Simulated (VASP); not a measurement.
# SiNi3 (Pm-3m) in VASP: settings compared

Aim: see how the results for SiNi3 move with the level of theory and the settings. Levels: BLYP, PBE. Tasks: single point.

Program: VASP 6.6.1. These are calculated values, not measurements. Logs are shortened: lines on timing, memory, paths and dates and some standing lists are left out, and cuts for length are marked.

## (1) The cell of the first run

The structure is cubic, space group Pm-3m (No. 221). Conventional cell: a = 3.542 Å, b = 3.542 Å, c = 3.542 Å, α = 90.00°, β = 90.00°, γ = 90.00°. Ni (site symmetry 4/mmm) has 8 Ni at 2.50 Å and 4 Si at 2.50 Å within 3.3 Å. Within 3.3 Å of Si (site symmetry m-3m) lie 12 Ni at 2.50 Å.

## (2) Single point, BLYP, collinear spin, ferromagnetic start

INCAR reads:

```
SYSTEM = SiNi3
AGGAC = 1.0 ; AGGAX = 1.0
ALDAC = 0.0 ; ALDAX = 1.0
ALGO = Normal ; EDIFF = 1E-7
ENCUT = 520 ; GGA = B5
ISIF = 2 ; ISMEAR = -1
ISPIN = 2 ; LASPH = .TRUE.
LCHARG = .FALSE. ; LMAXMIX = 4
LORBIT = 11 ; LREAL = .FALSE.
LWAVE = .FALSE. ; MAGMOM = 1 1 1 0
NBANDS = 29 ; NELM = 150
PREC = Accurate ; SIGMA = 0.05
```

KPOINTS reads:

```
k-points
0
G
  4 4 4
  0 0 0
```

POSCAR reads:

```
SiNi3
1.0
    3.5420000000      0.0000000000      0.0000000000
    0.0000000000      3.5420000000      0.0000000000
    0.0000000000      0.0000000000      3.5420000000
Ni Si
3 1
Direct
    0.5000000000      0.5000000000      0.0000000000
    0.5000000000      0.0000000000      0.5000000000
    0.0000000000      0.5000000000      0.5000000000
    0.0000000000      0.0000000000      0.0000000000
```

Potentials or basis: VASP PAW PBE potentials, release 64 (Ni, Si).

Started as:

```console
> cat potpaw_PBE.64/Ni/POTCAR potpaw_PBE.64/Si/POTCAR > POTCAR
> mpirun -np 1 vasp_std > vasp.out
```

OUTCAR:

```text
SYSTEM = SiNi3
   EDIFF = 1E-7
   ENCUT = 520
   GGA = B5
   ISIF = 2
   ISMEAR = -1
   ISPIN = 2
   LASPH = .TRUE.
   LORBIT = 11
   LREAL = .FALSE.
   NELM = 150
   PREC = Accurate

 ion  position               nearest neighbor table
   1  0.500  0.500  0.000-   2 2.50   3 2.50   4 2.50   2 2.50   3 2.50   2 2.50   4 2.50   2 2.50
                             3 2.50   4 2.50   3 2.50   4 2.50
   2  0.500  0.000  0.500-   1 2.50   3 2.50   4 2.50   1 2.50   4 2.50   1 2.50   3 2.50   1 2.50
                             3 2.50   4 2.50   4 2.50   3 2.50
   3  0.000  0.500  0.500-   1 2.50   2 2.50   4 2.50   1 2.50   4 2.50   2 2.50   4 2.50   4 2.50
                             1 2.50   2 2.50   1 2.50   2 2.50
   4  0.000  0.000  0.000-   1 2.50   2 2.50   3 2.50   2 2.50   3 2.50   1 2.50   3 2.50   3 2.50
                             1 2.50   2 2.50   2 2.50   1 2.50

  LATTYP: Found a simple cubic cell.
 ALAT       =     3.5420000000

  Lattice vectors:

 A1 = (   3.5420000000,   0.0000000000,   0.0000000000)
 A2 = (   0.0000000000,   3.5420000000,   0.0000000000)
 A3 = (   0.0000000000,   0.0000000000,   3.5420000000)

Analysis of symmetry for initial positions (statically):
=====================================================================
 Subroutine PRICEL returns:
 Original cell was already a primitive cell.

 Routine SETGRP: Setting up the symmetry group for a
 simple cubic supercell.

 Subroutine GETGRP returns: Found 48 space group operations
 (whereof 48 operations were pure point group operations)
 out of a pool of 48 trial point group operations.

The static configuration has the point symmetry O_h .

Analysis of symmetry for dynamics (positions and initial velocities):
=====================================================================
 Subroutine PRICEL returns:
 Original cell was already a primitive cell.

 Routine SETGRP: Setting up the symmetry group for a
 simple cubic supercell.

 Subroutine GETGRP returns: Found 48 space group operations
 (whereof 48 operations were pure point group operations)
 out of a pool of 48 trial point group operations.

The dynamic configuration has the point symmetry O_h .

Analysis of structural, dynamic, and magnetic symmetry:
=====================================================================
 Subroutine PRICEL returns:
 Original cell was already a primitive cell.

 Routine SETGRP: Setting up the symmetry group for a
 simple cubic supercell.

 Subroutine GETGRP returns: Found 48 space group operations
 (whereof 48 operations were pure point group operations)
 out of a pool of 48 trial point group operations.

The overall configuration has the point symmetry O_h .

[... 117 lines left out ...]
   LRPA    =     F    only Hartree local field effects (RPA)
 spin polarized calculation
  energy-cutoff  :      520.00
  volume of cell :       44.44
 maximum number of plane-waves:      1222
 NGX is ok and might be reduce to    28
   NGX = 13   NGY = 13   NGZ = 13

 number of electron      33.9999988 magnetization      -0.0000173

 number of electron      33.9999988 magnetization       0.0000499

 Free energy of the ion-electron system (eV)
  ---------------------------------------------------
  ext. energy  EPLUGINS =         0.00000000
  ---------------------------------------------------
  free energy    TOTEN  =       -19.70585363 eV

  energy without entropy =      -19.68858295  energy(sigma->0) =      -19.69721829

 E-fermi :  10.7202     XC(G=0): -12.3276

 val. band max:       10.6907200025   @ k =   0.5000   0.0000   0.0000
 cond. band min:      10.8787504746   @ k =   0.5000   0.5000   0.2500
 fundamental gap:      0.1880304721
 Fermi energy:        10.7202020505

 spin component 1

 k-point     1 :       0.0000    0.0000    0.0000
  band No.  band energies     occupation
      1      -0.9160      1.00000
      2       6.0298      1.00000
      3       6.8579      1.00000
      4       6.8579      1.00000
      5       7.2974      1.00000
      6       7.2974      1.00000
[... 309 lines left out ...]
     28      27.1568      0.00000
     29      31.7831      0.00000
 Fermi energy:        10.7202020505

 spin component 2

 k-point     1 :       0.0000    0.0000    0.0000
  band No.  band energies     occupation
      1      -0.9160      1.00000
      2       6.0298      1.00000
      3       6.8579      1.00000
      4       6.8579      1.00000
      5       7.2975      1.00000
      6       7.2975      1.00000
[... 309 lines left out ...]
     28      27.1568      0.00000
     29      31.7830      0.00000

------------------------ aborting loop because EDIFF is reached ----------------------------------------

  FORCE on cell =-STRESS in cart. coord.  units (eV):
  Direction    XX          YY          ZZ          XY          YZ          ZX
  --------------------------------------------------------------------------------------
  -------------------------------------------------------------------------------------
  Total        1.0836629      1.0836629      1.0836629     -0.0000000     -0.0000000      0.0000000
  in kB       39.0714129     39.0714129     39.0714129     -0.0000000     -0.0000000      0.0000000
  external PRESSURE =      39.0714129 kB  Pullay stress =       0.0000000 kB

 VOLUME and BASIS-vectors are now :
 -----------------------------------------------------------------------------
  energy-cutoff  :      520.00
  volume of cell :       44.44
      direct lattice vectors                 reciprocal lattice vectors
     3.542000000  0.000000000  0.000000000     0.282326369  0.000000000  0.000000000
     0.000000000  3.542000000  0.000000000     0.000000000  0.282326369  0.000000000
     0.000000000  0.000000000  3.542000000     0.000000000  0.000000000  0.282326369

 POSITION                                       TOTAL-FORCE (eV/Angst)
 -----------------------------------------------------------------------------------
      1.77100      1.77100      0.00000         0.000000      0.000000      0.000000
      1.77100      0.00000      1.77100         0.000000      0.000000      0.000000
      0.00000      1.77100      1.77100         0.000000      0.000000      0.000000
      0.00000      0.00000      0.00000         0.000000      0.000000      0.000000
 -----------------------------------------------------------------------------------
    total drift:                                0.000000      0.000000      0.000000

  FREE ENERGIE OF THE ION-ELECTRON SYSTEM (eV)
  ---------------------------------------------------
  free  energy   TOTEN  =       -19.7058536302 eV

  energy  without entropy=      -19.6885829469  energy(sigma->0) =      -19.69721829

 total charge

# of ion       s       p       d       tot
------------------------------------------
    1        0.475   0.527   8.444   9.447
    2        0.475   0.527   8.444   9.447
    3        0.475   0.527   8.444   9.447
    4        0.748   0.809   0.000   1.558
--------------------------------------------------
tot          2.173   2.391  25.333  29.897

 magnetization (x)

# of ion       s       p       d       tot
------------------------------------------
    1       -0.000  -0.000   0.000   0.000
    2       -0.000  -0.000   0.000   0.000
    3       -0.000  -0.000   0.000   0.000
    4       -0.000  -0.000   0.000  -0.000
--------------------------------------------------
tot         -0.000  -0.000   0.000   0.000
```

OSZICAR:

```text
N       E                     dE             d eps       ncg     rms          rms(c)
DAV:   1     0.214469685806E+03    0.21447E+03   -0.14425E+04  1184   0.153E+03
DAV:   2    -0.757123942383E+01   -0.22204E+03   -0.20608E+03  1165   0.303E+02
DAV:   3    -0.222460246944E+02   -0.14675E+02   -0.13890E+02  1278   0.936E+01
DAV:   4    -0.225210463227E+02   -0.27502E+00   -0.27438E+00  1335   0.124E+01
DAV:   5    -0.225291125256E+02   -0.80662E-02   -0.80654E-02  1518   0.185E+00    0.184E+01
DAV:   6    -0.229936344368E+02   -0.46452E+00   -0.22196E+01  1397   0.828E+01    0.165E+01
DAV:   7    -0.197577876516E+02    0.32358E+01   -0.75679E+00  1426   0.468E+01    0.333E+00
DAV:   8    -0.197165698355E+02    0.41218E-01   -0.19378E-01  1456   0.347E+00    0.135E+00
DAV:   9    -0.197076498154E+02    0.89200E-02   -0.11267E-02  1667   0.125E+00    0.538E-01
DAV:  10    -0.197061852779E+02    0.14645E-02   -0.98499E-04  1571   0.308E-01    0.220E-01
DAV:  11    -0.197058013698E+02    0.38391E-03   -0.19972E-04  1710   0.173E-01    0.810E-02
DAV:  12    -0.197058547022E+02   -0.53332E-04   -0.83501E-05  1507   0.106E-01    0.410E-02
DAV:  13    -0.197058577820E+02   -0.30798E-05   -0.10731E-05  1511   0.465E-02    0.221E-02
DAV:  14    -0.197058546283E+02    0.31537E-05   -0.29169E-06  1613   0.231E-02    0.548E-03
DAV:  15    -0.197058540741E+02    0.55419E-06   -0.74091E-07  1440   0.946E-03    0.235E-03
DAV:  16    -0.197058537178E+02    0.35630E-06   -0.57120E-08   741   0.324E-03    0.742E-04
DAV:  17    -0.197058536302E+02    0.87652E-07   -0.17834E-08   690   0.105E-03
   1 F= -.19705854E+02 E0= -.19697218E+02  d E =-.172707E-01  mag=     0.0000
```

stdout:

```text
POSCAR found type information on POSCAR NiSi
 POSCAR found :  2 types and       4 ions
 scaLAPACK will be used
 -----------------------------------------------------------------------------
|                                                                             |
|                                                                             |
|     You enforced a specific xc type in the INCAR file but a different       |
|     I HOPE YOU KNOW WHAT YOU ARE DOING!                                     |
|                                                                             |
 -----------------------------------------------------------------------------

 LDA part: xc-table for (Slater(with rela. corr.)+VWN5), standard interpolation
 POSCAR, INCAR and KPOINTS ok, starting setup
 FFT: planning ... GRIDC
 FFT: planning ... GRID_SOFT
 FFT: planning ... GRID
 WAVECAR not read
 entering main loop
```

Wall time 1.9 min (1 thread of Intel Xeon 6975P-C, shared host); peak memory 0.18 GiB.

Results:

```
Free energy                                           : -19.7059 eV
Pressure                                              : 3.9 GPa
Band gap on the k mesh                                : zero (filled and empty bands overlap)
Net moment                                            : 0.00 μB per cell
Valence electrons inside the program's atomic spheres : Ni 9.45; Si 1.56
```

Levels at points of the mesh, in eV from the Fermi level:
Spin up:
| k point | band 14 | band 15 | band 16 | band 17 | band 18 | band 19 | band 20 | band 21 |
| --- | --- | --- | --- | --- | --- | --- | --- | --- |
| (0.00, 0.00, 0.00) | -0.69 | -0.69 | -0.37 | -0.03 | -0.03 | -0.03 | 4.39 | 6.28 |
| (0.50, 0.00, 0.00) | -1.31 | -1.17 | -0.62 | -0.03 | 3.44 | 3.44 | 4.85 | 5.28 |
| (0.50, 0.50, 0.00) | -1.41 | -1.14 | -1.01 | -0.97 | 0.57 | 0.57 | 5.33 | 6.26 |
| (0.50, 0.50, 0.50) | -1.26 | -1.26 | -0.27 | -0.27 | -0.27 | -0.13 | 0.95 | 3.87 |
Spin down:
```csv
k point,band 15,band 16,band 17,band 18,band 19,band 20
"(0.00, 0.00, 0.00)",-0.69,-0.37,-0.03,-0.03,-0.03,4.39
"(0.50, 0.00, 0.00)",-1.17,-0.62,-0.03,3.44,3.44,4.85
"(0.50, 0.50, 0.00)",-1.14,-1.01,-0.97,0.57,0.57,5.33
"(0.50, 0.50, 0.50)",-1.26,-0.27,-0.27,-0.27,-0.13,0.95
```

Caveat: the k points lie up to 0.44 Å⁻¹ apart; the PAW data sets were made with another functional, which shifts forces and pressure a little.

(Continued in part 2 of 2.)
